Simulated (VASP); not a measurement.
Wanted: the native input for a VASP 6.6.1 run.

- Task: single point
- Functional: LDA
- Potentials or basis: VASP PAW LDA potentials, release 64 (Na_pv, H, F)
- Cutoff: 520 eV
- k mesh: 10 × 10 × 10
- Occupations: fermi-dirac, width 0.02 eV
- Spin: no spin polarisation
- Dipole correction: no
- Further INCAR settings: ALGO = Normal; EDIFF = 1e-07; NBANDS = 19

The structure of NaHF2 lies in POSCAR:

```
NaHF2
1.0
    1.7111607649      0.9879391283      4.6388706988
   -1.7111607649      0.9879391283      4.6388706988
    0.0000000000     -1.9758782566      4.6388706988
Na H F
1 1 2
Direct
    0.0000000000      0.0000000000      0.0000000000
    0.5000000000      0.5000000000      0.5000000000
    0.4100000000      0.4100000000      0.4100000000
    0.5900000000      0.5900000000      0.5900000000
```

This cell differs from its parent crystal: equal xx and yy strain of -1 %.

One way to write it, as run:

INCAR

```
SYSTEM = NaHF2
PREC     = Accurate       ! precision mode
ENCUT    = 520            ! plane-wave cutoff, eV
EDIFF    = 1E-7           ! SCF threshold, eV
ISMEAR   = -1             ! smearing method
SIGMA    = 0.02           ! smearing width, eV
LREAL    = .False.        ! projectors in reciprocal space
LASPH    = .True.         ! aspherical terms in the spheres
NELM     = 60             ! most SCF steps
ALGO     = Normal         ! electronic algorithm
ISIF     = 2              ! what is computed and relaxed
LWAVE    = .False.        ! write WAVECAR
LCHARG   = .False.        ! write CHGCAR
GGA      = CA             ! functional
NBANDS   = 19             ! bands
```

KPOINTS

```
regular mesh
0
Gamma
  10 10 10
  0 0 0
```

Potentials or basis: VASP PAW LDA potentials, release 64 (Na_pv, H, F).

Launch:

```console
$ cat potpaw_LDA.64/Na_pv/POTCAR potpaw_LDA.64/H/POTCAR potpaw_LDA.64/F/POTCAR > POTCAR
$ mpirun -np 1 vasp_std > vasp.out
```

It gave:

```yaml
Pressure: -6.6 GPa
Largest_force: 2.175 eV/Å
Band_gap_on_the_k_mesh: 6.37 eV, indirect (least direct gap 6.67 eV)
```

Caveat: the cell differs from its parent crystal (equal xx and yy strain of -1 %); forces of over 1 eV/Å act on the atoms, so gaps and moduli don't describe the material at rest.

Wall time 2.6 min on 1 thread of AMD EPYC 9R45 (Zen 5) (shared host), peak memory 0.21 GiB.
